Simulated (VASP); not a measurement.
Runs of VASP 6.6.1 on Y. The structure is that of space group Im-3m (No. 229), or close to it. The cells are those of the table. This isn't the form of Y at room conditions, which is hcp.

```tsv
task	cell	cutoff (eV)	gap on the mesh (eV)	pressure (GPa)
single point	a = 2.977 Å, angles 70.5, 109.5, 70.5°, 1 atom	520	none	39.6
relaxation of cell and atoms	relaxed from a = 3.499 Å, angles 70.5, 109.5, 70.5°, 1 atom	600	none	0.0
single point	a = 3.505 Å, angles 70.5, 109.5, 70.5°, 1 atom	520	none	-0.1
single point	a = 3.141 Å, angles 70.5, 109.5, 70.5°, 1 atom	520	none	(a)
single point	a = 2.842 Å, angles 70.5, 109.5, 70.5°, 1 atom	520	none	59.7
relaxation of cell and atoms	relaxed to 40 GPa from a = 3.499 Å, angles 70.5, 109.5, 70.5°, 1 atom	600	none	39.9
relaxation of cell and atoms	relaxed to 20 GPa from a = 3.499 Å, angles 70.5, 109.5, 70.5°, 1 atom	600	none	19.9
```

Alike in all rows: level PBE; potentials or basis VASP PAW PBE potentials, release 64 (Y_sv); no spin polarisation; k mesh 6 × 6 × 6; smearing fermi-dirac 0.05 eV.

Task: Estimate the missing entries.

Result: (a) 19.7.

Caveats: all runs use coarse meshes; the cell is relaxed towards a set pressure, so the run minimises the enthalpy, not the energy (at least some runs).

A k mesh can miss the band edges, and the runs leave out spin-orbit coupling on Y.

A gap of «none» marks levels without a gap at the run's occupations.
